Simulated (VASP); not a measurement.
# Ti3O4 (I4/mmm) in VASP: notebook

Runs on Ti3O4. Level: PBEsol. Tasks: single point, relaxation of cell and atoms.

All numbers are computed with VASP 6.6.1; they aren't measurements. Logs are shortened: lines on timing, memory, paths and dates and some standing lists are left out, and cuts for length are marked.

## (1) The cell of the first run

Symmetry: I4/mmm, No. 139, tetragonal system. The conventional cell has a = 4.100 Å, b = 4.100 Å, c = 8.095 Å, α = 90.00°, β = 90.00°, γ = 90.00°. Within 2.7 Å of Ti (site symmetry -4m2) lie 6 O at 2.02 to 2.05 Å. Ti (site symmetry 4/mmm) has 6 O at 2.05 to 2.09 Å within 2.7 Å. O (site symmetry 4mm) has 5 Ti at 2.05 to 2.09 Å within 2.7 Å. O (site symmetry mmm) has 4 Ti at 2.02 to 2.05 Å within 2.7 Å.

## (2) Single point, PBEsol

INCAR reads:

```
SYSTEM = Ti3O4
PREC     = Accurate       ! precision mode
ENCUT    = 520            ! plane-wave cutoff, eV
EDIFF    = 1E-6           ! SCF threshold, eV
ISMEAR   = -1             ! smearing method
SIGMA    = 0.05           ! smearing width, eV
LREAL    = .False.        ! projectors in reciprocal space
LASPH    = .True.         ! aspherical terms in the spheres
NELM     = 60             ! most SCF steps
ALGO     = Normal         ! electronic algorithm
ISIF     = 2              ! what is computed and relaxed
LWAVE    = .False.        ! write WAVECAR
LCHARG   = .True.         ! write CHGCAR
GGA      = PS             ! functional
LELF     = .True.         ! ELF
LVHAR    = .True.       
NBANDS   = 39             ! bands
```

KPOINTS reads:

```
regular mesh
0
Gamma
  9 9 9
  0 0 0
```

POSCAR reads:

```
Ti3O4
1.0
   -2.0498433188      2.0498433188      4.0476202675
    2.0498433188     -2.0498433188      4.0476202675
    2.0498433188      2.0498433188     -4.0476202675
Ti O
3 4
Direct
    0.7500000000      0.2500000000      0.5000000000
    0.5000000000      0.5000000000      0.0000000000
    0.2500000000      0.7500000000      0.5000000000
    0.7577246650      0.7577246650      0.0000000000
    0.5000000000      0.0000000000      0.5000000000
    0.2422753350      0.2422753350      0.0000000000
    0.0000000000      0.5000000000      0.5000000000
```

Potentials or basis: VASP PAW PBE potentials, release 64 (Ti_sv, O).

Started as:

```console
$ cat potpaw_PBE.64/Ti_sv/POTCAR potpaw_PBE.64/O/POTCAR > POTCAR
$ mpirun -np 1 vasp_std > vasp.out
```

OUTCAR:

```text
SYSTEM = Ti3O4
   PREC = Accurate
   ENCUT = 520
   EDIFF = 1E-6
   ISMEAR = -1
   LREAL = .False.
   LASPH = .True.
   NELM = 60
   ISIF = 2
   GGA = PS

 ion  position               nearest neighbor table
   1  0.750  0.250  0.500-   5 2.02   7 2.02   6 2.05   4 2.05   4 2.05   6 2.05   2 2.88   2 2.88
                             2 2.88   2 2.88   3 2.90   3 2.90   3 2.90   3 2.90
   2  0.500  0.500  0.000-   5 2.05   7 2.05   5 2.05   7 2.05   6 2.09   4 2.09   1 2.88   3 2.88
                             1 2.88   3 2.88   3 2.88   3 2.88   1 2.88   1 2.88
   3  0.250  0.750  0.500-   5 2.02   7 2.02   6 2.05   4 2.05   4 2.05   6 2.05   2 2.88   2 2.88
                             2 2.88   2 2.88   1 2.90   1 2.90   1 2.90   1 2.90
   4  0.758  0.758  0.000-   1 2.05   3 2.05   1 2.05   3 2.05   2 2.09
   5  0.500  0.000  0.500-   1 2.02   3 2.02   2 2.05   2 2.05
   6  0.242  0.242  0.000-   1 2.05   3 2.05   1 2.05   3 2.05   2 2.09
   7  0.000  0.500  0.500-   1 2.02   3 2.02   2 2.05   2 2.05

  LATTYP: Found a body centered tetragonal cell.
 ALAT       =     4.0996866376
 C/A-ratio  =     1.9745998294

  Lattice vectors:

 A1 = (  -2.0498433188,   2.0498433188,   4.0476202675)
 A2 = (   2.0498433188,  -2.0498433188,   4.0476202675)
 A3 = (   2.0498433188,   2.0498433188,  -4.0476202675)

Analysis of symmetry for initial positions (statically):
=====================================================================
 Subroutine PRICEL returns:
 Original cell was already a primitive cell.

 Routine SETGRP: Setting up the symmetry group for a
 body centered tetragonal supercell.

 Subroutine GETGRP returns: Found 16 space group operations
 (whereof 16 operations were pure point group operations)
 out of a pool of 16 trial point group operations.

The static configuration has the point symmetry D_4h.

Analysis of symmetry for dynamics (positions and initial velocities):
=====================================================================
 Subroutine PRICEL returns:
 Original cell was already a primitive cell.

 Routine SETGRP: Setting up the symmetry group for a
 body centered tetragonal supercell.

 Subroutine GETGRP returns: Found 16 space group operations
 (whereof 16 operations were pure point group operations)
 out of a pool of 16 trial point group operations.

[... 105 lines left out ...]
   LNONCOLLINEAR =      F non collinear calculations
   LSORBIT =      F    spin-orbit coupling
   LASPH  =      T    aspherical Exc in radial PAW
   ENCUT  =  520.0 eV  38.22 Ry    6.18 a.u.   9.26  9.26  9.26*2*pi/ulx,y,z
   NELM   =     60;   NELMIN=  2; NELMDL= -5     # of ELM steps
   EDIFF  = 0.1E-05   stopping-criterion for ELM
   LREAL  =      F    real-space projection
   EDIFFG = 0.1E-04   stopping-criterion for IOM
   NSW    =      0    number of steps for IOM
   IBRION =     -1    ionic relax: 0-MD 1-quasi-New 2-CG
   NFREE  =      0    steps in history (QN), initial steepest desc. (CG)
   ISIF   =      2    stress and relaxation
   ISYM   =      2    0-nonsym 1-usesym 2-fastsym
   POTIM  = 0.5000    time-step for ionic-motion
   TEBEG  =    0.0;   TEEND  =   0.0 temperature during run
   PSTRESS=    0.0 pullay stress
   NELECT =      60.0000    total number of electrons
   NUPDOWN=      -1.0000    fix difference up-down
   EMIN   =  10.00;   EMAX   =-10.00  energy-range for DOS
   EFERMI =   0.00;   METHOD = LEGACY
   ISMEAR =    -1;   SIGMA  =   0.05  broadening in eV -4-tet -1-fermi 0-gaus
   EFERMI_NEDOS =   21; number of points for ismear=-14 and -15
   IALGO  =     38    algorithm
   IMIX   =      4    mixing-type and parameters
     AMIX     =   0.40;   BMIX     =  1.00
     AMIX_MAG =   1.60;   BMIX_MAG =  1.00
  volume/ion in A,a.u.               =       9.72        65.58
  Fermi-wavevector in a.u.,A,eV,Ry     =   1.569971  2.966814 33.535750  2.464808
  Thomas-Fermi vector in A             =   2.671774
   LORBIT       =      0    0 simple, 1 ext, 2 COOP (PROOUT), +10 PAW based schemes
   GGA     = PS    functional components
   LHFCALC =     F    Hartree Fock is set to
   AEXX    =    0.0000 exact exchange contribution
   IVDW    =     0    specifies the selected vdW correction
   LEPSILON=     F    determine dielectric tensor
   LRPA    =     F    only Hartree local field effects (RPA)
 non-spin polarized calculation
  energy-cutoff  :      520.00
  volume of cell :       68.03
 maximum number of plane-waves:      1845
 NGX is ok and might be reduce to    40
   NGX = 19   NGY = 19   NGZ = 19

 number of electron      59.9999994 magnetization

 Free energy of the ion-electron system (eV)
  ---------------------------------------------------
  ext. energy  EPLUGINS =         0.00000000
  ---------------------------------------------------
  free energy    TOTEN  =       -66.20105547 eV

  energy without entropy =      -66.18159951  energy(sigma->0) =      -66.19132749

 E-fermi :   9.9304     XC(G=0): -12.5971

 val. band max:        9.9243247458   @ k =  -0.2222   0.3333   0.1111
 cond. band min:       9.9314624449   @ k =   0.4444   0.0000  -0.0000
 fundamental gap:      0.0071376991
 Fermi energy:         9.9303835161

 k-point     1 :       0.0000    0.0000    0.0000
  band No.  band energies     occupation
      1     -48.1017      2.00000
      2     -47.9761      2.00000
      3     -47.8282      2.00000
      4     -24.6738      2.00000
      5     -24.6738      2.00000
      6     -24.6713      2.00000
[... 997 lines left out ...]
     38      12.5202      0.00000
     39      13.3651      0.00000

 [... further k-points ...]
[... 5 lines left out ...]
  --------------------------------------------------------------------------------------
  -------------------------------------------------------------------------------------
  Total        0.2793847      0.2793847      0.3356894      0.0000000      0.0000000     -0.0000000
  in kB        6.5797917      6.5797917      7.9058239      0.0000000      0.0000000     -0.0000000
  external PRESSURE =       7.0218024 kB  Pullay stress =       0.0000000 kB

 VOLUME and BASIS-vectors are now :
 -----------------------------------------------------------------------------
  energy-cutoff  :      520.00
  volume of cell :       68.03
      direct lattice vectors                 reciprocal lattice vectors
    -2.049843319  2.049843319  4.047620268     0.000000000  0.243921082  0.123529375
     2.049843319 -2.049843319  4.047620268     0.243921082  0.000000000  0.123529375
     2.049843319  2.049843319 -4.047620268     0.243921082  0.243921082  0.000000000

 POSITION                                       TOTAL-FORCE (eV/Angst)
 -----------------------------------------------------------------------------------
      0.00000      2.04984      2.02381        -0.000000     -0.000000      0.000000
      0.00000      0.00000      4.04762        -0.000000     -0.000000      0.000000
      2.04984      0.00000      2.02381        -0.000000     -0.000000      0.000000
      0.00000      0.00000      6.13396         0.000000      0.000000      0.022698
      0.00000      2.04984      0.00000        -0.000000     -0.000000      0.000000
      0.00000      0.00000      1.96128         0.000000      0.000000     -0.022698
      2.04984      0.00000      0.00000        -0.000000     -0.000000      0.000000
 -----------------------------------------------------------------------------------
    total drift:                                0.000000      0.000000     -0.000000

  FREE ENERGIE OF THE ION-ELECTRON SYSTEM (eV)
  ---------------------------------------------------
  free  energy   TOTEN  =       -66.2010554692 eV

  energy  without entropy=      -66.1815995096  energy(sigma->0) =      -66.19132749
```

OSZICAR:

```text
N       E                     dE             d eps       ncg     rms          rms(c)
DAV:   1     0.885570296398E+03    0.88557E+03   -0.30565E+04  5994   0.193E+03
DAV:   2     0.686433578148E+02   -0.81693E+03   -0.77890E+03  6041   0.582E+02
DAV:   3    -0.687796320143E+02   -0.13742E+03   -0.13457E+03  7772   0.216E+02
DAV:   4    -0.781887419406E+02   -0.94091E+01   -0.93584E+01  9062   0.567E+01
DAV:   5    -0.786155993036E+02   -0.42686E+00   -0.42647E+00  8435   0.973E+00    0.308E+01
DAV:   6    -0.663229809936E+02    0.12293E+02   -0.76523E+01  8531   0.703E+01    0.110E+01
DAV:   7    -0.662527914489E+02    0.70190E-01   -0.86180E+00  8606   0.191E+01    0.803E+00
DAV:   8    -0.663202686098E+02   -0.67477E-01   -0.95866E-01  8837   0.139E+01    0.397E+00
DAV:   9    -0.662138169270E+02    0.10645E+00   -0.45880E-01  7901   0.770E+00    0.127E+00
DAV:  10    -0.661981808581E+02    0.15636E-01   -0.11246E-01  8113   0.387E+00    0.694E-01
DAV:  11    -0.662009591811E+02   -0.27783E-02   -0.26015E-02  7769   0.170E+00    0.455E-01
DAV:  12    -0.662010479740E+02   -0.88793E-04   -0.53308E-03  7753   0.860E-01    0.592E-02
DAV:  13    -0.662010623644E+02   -0.14390E-04   -0.76977E-04  8412   0.324E-01    0.516E-02
DAV:  14    -0.662010521188E+02    0.10246E-04   -0.15855E-04  8074   0.152E-01    0.130E-02
DAV:  15    -0.662010548388E+02   -0.27199E-05   -0.23112E-05  8003   0.399E-02    0.450E-03
DAV:  16    -0.662010554692E+02   -0.63041E-06   -0.22391E-06  5269   0.134E-02
   1 F= -.66201055E+02 E0= -.66191327E+02  d E =-.194560E-01
```

stdout:

```text
POSCAR found type information on POSCAR TiO
 POSCAR found :  2 types and       7 ions
 scaLAPACK will be used
 -----------------------------------------------------------------------------
|                                                                             |
|                                                                             |
|     You enforced a specific xc type in the INCAR file but a different       |
|     I HOPE YOU KNOW WHAT YOU ARE DOING!                                     |
|                                                                             |
 -----------------------------------------------------------------------------

 LDA part: xc-table for (Slater+PW92), standard interpolation
 POSCAR, INCAR and KPOINTS ok, starting setup
 FFT: planning ... GRIDC
 FFT: planning ... GRID_SOFT
 FFT: planning ... GRID
 WAVECAR not read
 entering main loop
```

Wall time 8.4 min (1 thread of Intel Xeon Platinum 8375C at 2.90GHz (Ice Lake), shared host); peak memory 0.33 GiB.

Results:

| Property | Result |
| --- | --- |
| Free energy | -66.2011 eV |
| Pressure | 0.7 GPa |
| Largest force | 0.023 eV/Å |
| Band gap on the k mesh | zero (bands 30 and 31 overlap by 3.35 eV) |

Forces on the atoms (eV/Å):
```
Ti   0.000  0.000  0.000
Ti   0.000  0.000  0.000
Ti   0.000  0.000  0.000
O    0.000  0.000  0.023
O    0.000  0.000  0.000
O    0.000  0.000 -0.023
O    0.000  0.000  0.000
```

Stress tensor (GPa, compression positive):
```
0.66 0.00 0.00
0.00 0.66 0.00
0.00 0.00 0.79
```

Caveat: the PAW data sets were made with another functional, which shifts forces and pressure a little; semilocal functionals often make such compounds metallic where correlation or magnetic order opens a gap, which also shifts bond lengths.

## (3) Single point, PBEsol

This run uses another cell than the first one, of 9.97 Å³/atom.

INCAR reads:

```
SYSTEM = Ti3O4
PREC = Accurate ; ENCUT = 520
EDIFF = 1E-7 ; ISMEAR = -1
SIGMA = 0.05 ; LREAL = .False.
LASPH = .True. ; NELM = 60
ALGO = Normal ; ISIF = 2
LWAVE = .False. ; LCHARG = .True.
GGA = PS ; LELF = .True.
LVHAR = .True. ; NBANDS = 39
```

KPOINTS is that of step 2.

POSCAR reads:

```
Ti3O4
1.0
   -2.0659088900      2.0659088900      4.0891339800
    2.0659088900     -2.0659088900      4.0891339800
    2.0659088900      2.0659088900     -4.0891339800
Ti O
3 4
Direct
    0.7500000000      0.2500000000      0.5000000000
    0.5000000000      0.5000000000      0.0000000000
    0.2500000000      0.7500000000      0.5000000000
    0.7558848600      0.7558848600      0.0000000000
    0.5000000000      0.0000000000      0.5000000000
    0.2441151400      0.2441151400      0.0000000000
    0.0000000000      0.5000000000      0.5000000000
```

Potentials or basis: VASP PAW PBE potentials, release 64 (Ti_sv, O).

Started as:

```console
$ cat potpaw_PBE.64/Ti_sv/POTCAR potpaw_PBE.64/O/POTCAR > POTCAR
$ mpirun -np 1 vasp_std > vasp.out
```

It took 9.6 min on 1 thread of Intel Xeon Platinum 8375C at 2.90GHz (Ice Lake), shared host; peak memory 0.33 GiB.

Results (log left out):

| Item | Value |
| --- | --- |
| Free energy | -66.1787 eV |
| Pressure | -5.0 GPa |
| Largest force | 0.011 eV/Å |
| Band gap on the k mesh | zero (bands 30 and 31 overlap by 3.21 eV) |

Forces in eV/Å, atoms in the order of the input:
```
Ti   0.000  0.000  0.000
Ti   0.000  0.000  0.000
Ti   0.000  0.000  0.000
O    0.000  0.000  0.011
O    0.000  0.000  0.000
O    0.000  0.000 -0.011
O    0.000  0.000  0.000
```

Stress tensor (GPa, compression positive):
```
-4.87  0.00  0.00
 0.00 -4.87  0.00
 0.00  0.00 -5.35
```

Levels at points of the mesh, in eV from the Fermi level:
```tsv
k point	band 27	band 28	band 29	band 30	band 31	band 32	band 33	band 34	band 35	band 36
(0.00, 0.00, 0.00)	-3.88	-3.88	-2.86	-0.66	-0.66	0.35	0.43	0.43	0.63	1.06
```

Caveat: the cell stands under tension; the PAW data sets were made with another functional, which shifts forces and pressure a little; semilocal functionals often make such compounds metallic where correlation or magnetic order opens a gap, which also shifts bond lengths.

## (4) Relaxation of cell and atoms, PBEsol

This run uses another cell than the first one, of 9.97 Å³/atom.

INCAR reads:

```
SYSTEM = Ti3O4
  PREC = Accurate
  ENCUT = 600
  EDIFF = 1E-6
  ISMEAR = -1
  SIGMA = 0.05
  LREAL = .False.
  LASPH = .True.
  NELM = 60
  ALGO = Normal
  ISIF = 3
  LWAVE = .False.
  LCHARG = .False.
  GGA = PS
  IBRION = 2
  NSW = 60
  EDIFFG = -0.01
```

KPOINTS is that of step 3.

POSCAR is that of step 3.

Started as:

```console
$ cat potpaw_PBE.64/Ti_sv/POTCAR potpaw_PBE.64/O/POTCAR > POTCAR
$ mpirun -np 1 vasp_std > vasp.out
```

Wall time 31 min (1 thread of Intel Xeon Platinum 8375C at 2.90GHz (Ice Lake), shared host); peak memory 0.37 GiB.

The run converged. Its results:

| Property | Result |
| --- | --- |
| Free energy | -66.2142 eV |
| Relaxed volume | 9.74 Å³/atom |
| Relaxed cell | a = 4.982 Å, b = 4.982 Å, c = 4.982 Å, α = 131.38°, β = 131.38°, γ = 71.21° |
| Space group after relaxing (to 0.1 Å) | I4/mmm (No. 139) |
| Energy gained by relaxing | 3.9 meV/atom |
| Ionic steps | 7 |
| Pressure after relaxing | 0.1 GPa |
| Largest force after relaxing | 0.003 eV/Å |
| Band gap on the k mesh | zero (bands 30 and 31 overlap by 3.34 eV) |

Forces on the atoms (eV/Å):
```
Ti   0.000  0.000  0.000
Ti   0.000  0.000  0.000
Ti   0.000  0.000  0.000
O    0.000  0.000 -0.003
O    0.000  0.000  0.000
O    0.000  0.000  0.003
O    0.000  0.000  0.000
```

The path:
```
step  energy change (eV)  largest force (eV/Å)  pressure (GPa)  volume (Å³)
   1              0.0000                0.0106           -5.21        69.81
   2              0.0108                0.3738            6.79        66.58
   3             -0.0249                0.1704           -0.01        68.32
   4             -0.0268                0.0793           -0.04        68.24
   5             -0.0273                0.0006           -0.02        68.18
   6             -0.0275                0.0049            0.06        68.14
   7             -0.0275                0.0034            0.05        68.15
```

Final structure:
```xyz
7
Lattice="-2.0510 2.0510 4.0506 2.0510 -2.0510 4.0506 2.0510 2.0510 -4.0506" Properties=species:S:1:pos:R:3 pbc="T T T"
Ti    0.0000    2.0510    2.0253
Ti    0.0000    0.0000    4.0506
Ti    2.0510    0.0000    2.0253
O     0.0000    0.0000    6.1393
O     0.0000    2.0510    0.0000
O     0.0000    0.0000    1.9619
O     2.0510    0.0000    0.0000
```

Levels at points of the mesh, in eV from the Fermi level:
| k point | band 28 | band 29 | band 30 | band 31 | band 32 | band 33 | band 34 | band 35 |
| --- | --- | --- | --- | --- | --- | --- | --- | --- |
| (0.00, 0.00, 0.00) | -3.94 | -2.95 | -0.70 | -0.70 | 0.38 | 0.48 | 0.48 | 0.66 |

Caveat: the PAW data sets were made with another functional, which shifts forces and pressure a little; semilocal functionals often make such compounds metallic where correlation or magnetic order opens a gap, which also shifts bond lengths.

## (5) Summary

| task | cell | cutoff (eV) | gap on the mesh (eV) | pressure (GPa) | largest force (eV/Å) |
| --- | --- | --- | --- | --- | --- |
| single point | a = 4.979 Å, angles 131.4, 131.4, 71.2°, 7 atoms, atomic positions A | 520 | none | 0.7 | 0.02 |
| single point | a = 5.026 Å, angles 131.5, 131.5, 71.1°, 7 atoms, atomic positions B | 520 | none | -5.0 | 0.01 |
| relaxation of cell and atoms | relaxed from a = 5.026 Å, angles 131.5, 131.5, 71.1°, 7 atoms, atomic positions B | 600 | none | 0.1 | - |

Alike in all rows: level PBEsol; potentials or basis VASP PAW PBE potentials, release 64 (Ti_sv, O); no spin polarisation; k mesh 9 × 9 × 9; smearing fermi-dirac 0.05 eV.

Caveats: the PAW data sets were made with another functional, which shifts forces and pressure a little; semilocal functionals often make such compounds metallic where correlation or magnetic order opens a gap, which also shifts bond lengths; the cell stands under tension (at least some runs).

Absolute energies hang on the potentials; compare differences alone.
